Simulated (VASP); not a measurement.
# KCl (Fm-3m) in VASP: a series of runs

KCl is run at these levels: HSE06, PBE-based screened hybrid with 15 % exact exchange, PBE-based screened hybrid with 100 % exact exchange; tasks: single point.

All numbers are computed with VASP 6.6.1; they aren't measurements. Logs are shortened: lines on timing, memory, paths and dates and some standing lists are left out, and cuts for length are marked.

## Step 1: The cell of the first run

It takes space group Fm-3m (No. 225, cubic). Conventional cell: a = 6.290 Å, b = 6.290 Å, c = 6.290 Å, α = 90.00°, β = 90.00°, γ = 90.00°. Within 4.1 Å of K (site symmetry m-3m) lie 6 Cl at 3.14 Å. Cl (site symmetry m-3m) has 6 K at 3.14 Å within 4.1 Å.

## Step 2: Single point, HSE06

POSCAR reads:

```
KCl
1.0
    0.0000000000      3.1448471156      3.1448471156
    3.1448471156      0.0000000000      3.1448471156
    3.1448471156      3.1448471156      0.0000000000
K Cl
1 1
Direct
    0.0000000000      0.0000000000      0.0000000000
    0.5000000000      0.5000000000      0.5000000000
```

INCAR.step1 reads:

```
PREC = Accurate ; ENCUT = 520
EDIFF = 1E-5 ; ISMEAR = 0
SIGMA = 0.01 ; LREAL = False
LASPH = True ; NELM = 60
ALGO = Normal ; ISIF = 2
LWAVE = True ; LCHARG = False
GGA = PE ; NBANDS = 15
```

INCAR.step2 reads:

```
PREC = Accurate ; ENCUT = 520
EDIFF = 1E-6 ; ISMEAR = 0
SIGMA = 0.01 ; LREAL = False
LASPH = True ; NELM = 60
ALGO = Normal ; ISIF = 2
LWAVE = False ; LCHARG = False
GGA = PE ; LHFCALC = True
HFSCREEN = 0.2079 ; PRECFOCK = Normal
ISTART = 1 ; NBANDS = 15
```

KPOINTS reads:

```
regular mesh
0
Gamma
  4 4 4
```

Potentials or basis: VASP PAW PBE potentials, release 64 (K_sv, Cl).

On the command line:

```sh
$ cat potpaw_PBE.64/K_sv/POTCAR potpaw_PBE.64/Cl/POTCAR > POTCAR
$ cp INCAR.step1 INCAR
$ mpirun -np 1 vasp_std > vasp.out
$ cp INCAR.step2 INCAR
$ mpirun -np 1 vasp_std > vasp.out
```

OUTCAR:

```text
PREC = Accurate
   ENCUT = 520
   EDIFF = 1E-6
   ISMEAR = 0
   LREAL = False
   LASPH = True
   NELM = 60
   ISIF = 2
   GGA = PE
   LHFCALC = True
   HFSCREEN = 0.2079
   PRECFOCK = Normal
   ISTART = 1

 ion  position               nearest neighbor table
   1  0.000  0.000  0.000-   2 3.14   2 3.14   2 3.14   2 3.14   2 3.14   2 3.14
   2  0.500  0.500  0.500-   1 3.14   1 3.14   1 3.14   1 3.14   1 3.14   1 3.14

  LATTYP: Found a face centered cubic cell.
 ALAT       =     6.2896942312

  Lattice vectors:

 A1 = (   0.0000000000,   3.1448471156,   3.1448471156)
 A2 = (   3.1448471156,   0.0000000000,   3.1448471156)
 A3 = (   3.1448471156,   3.1448471156,   0.0000000000)

Analysis of symmetry for initial positions (statically):
=====================================================================
 Subroutine PRICEL returns:
 Original cell was already a primitive cell.

 Routine SETGRP: Setting up the symmetry group for a
 face centered cubic supercell.

 Subroutine GETGRP returns: Found 48 space group operations
 (whereof 48 operations were pure point group operations)
 out of a pool of 48 trial point group operations.

The static configuration has the point symmetry O_h .

Analysis of symmetry for dynamics (positions and initial velocities):
=====================================================================
 Subroutine PRICEL returns:
 Original cell was already a primitive cell.

 Routine SETGRP: Setting up the symmetry group for a
 face centered cubic supercell.

 Subroutine GETGRP returns: Found 48 space group operations
 (whereof 48 operations were pure point group operations)
 out of a pool of 48 trial point group operations.

The dynamic configuration has the point symmetry O_h .

 Subroutine INISYM returns: Found 48 space group operations
 (whereof 48 operations are pure point group operations),
 and found     1 'primitive' translations

----------------------------------------------------------------------------------------

                                     Primitive cell

  volume of cell :      62.2055

  direct lattice vectors                    reciprocal lattice vectors
     0.000000000  3.144847116  3.144847116    -0.158990241  0.158990241  0.158990241
     3.144847116  0.000000000  3.144847116     0.158990241 -0.158990241  0.158990241
     3.144847116  3.144847116  0.000000000     0.158990241  0.158990241 -0.158990241

  length of vectors
[... 83 lines left out ...]
   IMIX   =      1    mixing-type and parameters
     AMIX     =   0.40;   BMIX     =  1.00
     AMIX_MAG =   1.60;   BMIX_MAG =  1.00
  volume/ion in A,a.u.               =      31.10       209.89
  Fermi-wavevector in a.u.,A,eV,Ry     =   1.041131  1.967452 14.748080  1.083953
  Thomas-Fermi vector in A             =   2.175738
   LORBIT       =      0    0 simple, 1 ext, 2 COOP (PROOUT), +10 PAW based schemes
   GGA     = PE    functional components
   LHFCALC =     T    Hartree Fock is set to
   PRECFOCK=normal    Normal, Fast or Accurate (Low or Medium for compatibility)
   ENCUT4O =  -1.0   cutoff for four orbital integrals eV
   NKREDX  =     1    reduce k-point grid by
   NKREDY  =     1    reduce k-point grid by
   NKREDZ  =     1    reduce k-point grid by
   AEXX    =    0.2500 exact exchange contribution
   HFSCREEN=    0.2079 screening length (either q_TF or 0.3 A-1)
   HFSCREENC=   0.2079 screening length for correlation (either q_TF or 0.3 A-1)
   ENCUTFOCK=  -1.0 apply spherical cutoff to Coloumb kernel
   IVDW    =     0    specifies the selected vdW correction
   LEPSILON=     F    determine dielectric tensor
   LRPA    =     F    only Hartree local field effects (RPA)
 non-spin polarized calculation
 Gauss-broadening in eV      SIGMA  =   0.01
  energy-cutoff  :      520.00
  volume of cell :       62.21
 maximum number of plane-waves:      1700
 NGX is ok and might be reduce to    36
  NGX = 28; NGY = 28; NGZ = 28

 number of electron      16.0000001 magnetization

 Free energy of the ion-electron system (eV)
  ---------------------------------------------------
  ext. energy  EPLUGINS =         0.00000000
  ---------------------------------------------------
  free energy    TOTEN  =        -7.86502548 eV

  energy without entropy =       -7.86502548  energy(sigma->0) =       -7.86502548

 E-fermi :  -2.7767     XC(G=0):  -6.3142

 val. band max:       -2.8250389713   @ k =   0.0000   0.0000   0.0000
 cond. band min:       3.6766010573   @ k =   0.0000   0.0000   0.0000
 fundamental gap:      6.5016400286
 Fermi energy:        -2.7766862648

 k-point     1 :       0.0000    0.0000    0.0000
  band No.  band energies     occupation
      1     -32.0823      2.00000
      2     -16.0899      2.00000
      3     -14.1908      2.00000
      4     -14.1908      2.00000
      5     -14.1908      2.00000
      6      -2.8250      2.00000
      7      -2.8250      2.00000
      8      -2.8250      2.00000
      9       3.6766      0.00000
     10       7.0908      0.00000
     11       7.0908      0.00000
     12       7.0908      0.00000
     13       8.0991      0.00000
     14       8.0991      0.00000
[... 113 lines left out ...]
      2     -16.0640      2.00000
      3     -14.2930      2.00000
      4     -14.2930      2.00000
      5     -14.1079      2.00000
      6      -3.3343      2.00000
      7      -3.3269      2.00000
      8      -3.3269      2.00000
      9       6.6389      0.00000
     10       6.6389      0.00000
     11       8.1666      0.00000
     12       8.7516      0.00000
     13      10.8472      0.00000
     14      10.8506      0.00000
     15      10.8806      0.00000

------------------------ aborting loop because EDIFF is reached ----------------------------------------

  FORCE on cell =-STRESS in cart. coord.  units (eV):
  Direction    XX          YY          ZZ          XY          YZ          ZX
  --------------------------------------------------------------------------------------
  -------------------------------------------------------------------------------------
  Total        0.2001397      0.2001397      0.2001397     -0.0000000      0.0000000      0.0000000
  in kB        5.1548397      5.1548397      5.1548397     -0.0000000      0.0000000      0.0000000
  external PRESSURE =       5.1548397 kB  Pullay stress =       0.0000000 kB

 VOLUME and BASIS-vectors are now :
 -----------------------------------------------------------------------------
  energy-cutoff  :      520.00
  volume of cell :       62.21
      direct lattice vectors                 reciprocal lattice vectors
     0.000000000  3.144847116  3.144847116    -0.158990241  0.158990241  0.158990241
     3.144847116  0.000000000  3.144847116     0.158990241 -0.158990241  0.158990241
     3.144847116  3.144847116  0.000000000     0.158990241  0.158990241 -0.158990241

 POSITION                                       TOTAL-FORCE (eV/Angst)
 -----------------------------------------------------------------------------------
      0.00000      0.00000      0.00000         0.000000     -0.000000      0.000000
      3.14485      3.14485      3.14485        -0.000000      0.000000     -0.000000
 -----------------------------------------------------------------------------------
    total drift:                                0.000000      0.000000      0.000000

  FREE ENERGIE OF THE ION-ELECTRON SYSTEM (eV)
  ---------------------------------------------------
  free  energy   TOTEN  =        -7.8650254751 eV

  energy  without entropy=       -7.8650254751  energy(sigma->0) =       -7.86502548
```

OSZICAR.step1:

```text
N       E                     dE             d eps       ncg     rms          rms(c)
DAV:   1     0.994237958086E+02    0.99424E+02   -0.70663E+03   240   0.955E+02
DAV:   2    -0.750488830508E+00   -0.10017E+03   -0.92662E+02   311   0.233E+02
DAV:   3    -0.686898829483E+01   -0.61185E+01   -0.60838E+01   338   0.511E+01
DAV:   4    -0.709248396104E+01   -0.22350E+00   -0.22344E+00   389   0.863E+00
DAV:   5    -0.709425261933E+01   -0.17687E-02   -0.17686E-02   331   0.860E-01    0.334E+00
DAV:   6    -0.680402602416E+01    0.29023E+00   -0.42237E-01   296   0.327E+00    0.272E+00
DAV:   7    -0.678974169115E+01    0.14284E-01   -0.11443E-01   317   0.185E+00    0.158E+00
DAV:   8    -0.680201225373E+01   -0.12271E-01   -0.16891E-02   301   0.964E-01    0.204E-01
DAV:   9    -0.680253771189E+01   -0.52546E-03   -0.90064E-04   317   0.183E-01    0.104E-01
DAV:  10    -0.680319905879E+01   -0.66135E-03   -0.72738E-04   254   0.165E-01    0.252E-02
DAV:  11    -0.680320204350E+01   -0.29847E-05   -0.22205E-05   325   0.287E-02
   1 F= -.68032020E+01 E0= -.68032020E+01  d E =-.153947E-84
```

Wall time 13 min (1 thread of Intel Xeon 8259CL, shared host); peak memory 0.32 GiB.

What came out:

```
Free energy            : -7.8650 eV
Pressure               : 0.5 GPa
Band gap on the k mesh : 6.50 eV
```

Levels at points of the mesh, in eV from the valence-band top:
| k point | band 5 | band 6 | band 7 | band 8 | band 9 | band 10 | band 11 | band 12 |
| --- | --- | --- | --- | --- | --- | --- | --- | --- |
| (0.00, 0.00, 0.00) | -11.37 | 0.00 | 0.00 | 0.00 | 6.50 | 9.92 | 9.92 | 9.92 |
| (0.50, 0.00, 0.00) | -11.14 | -1.10 | -0.34 | -0.34 | 8.90 | 10.11 | 12.32 | 12.32 |
| (0.50, 0.50, 0.00) | -11.42 | -0.70 | -0.24 | -0.24 | 7.89 | 9.83 | 11.50 | 12.03 |

Caveat: the k points lie up to 0.43 Å⁻¹ apart; the PAW data sets were made with another functional, which shifts forces and pressure a little.

(Part 1 of 2 ends here.)
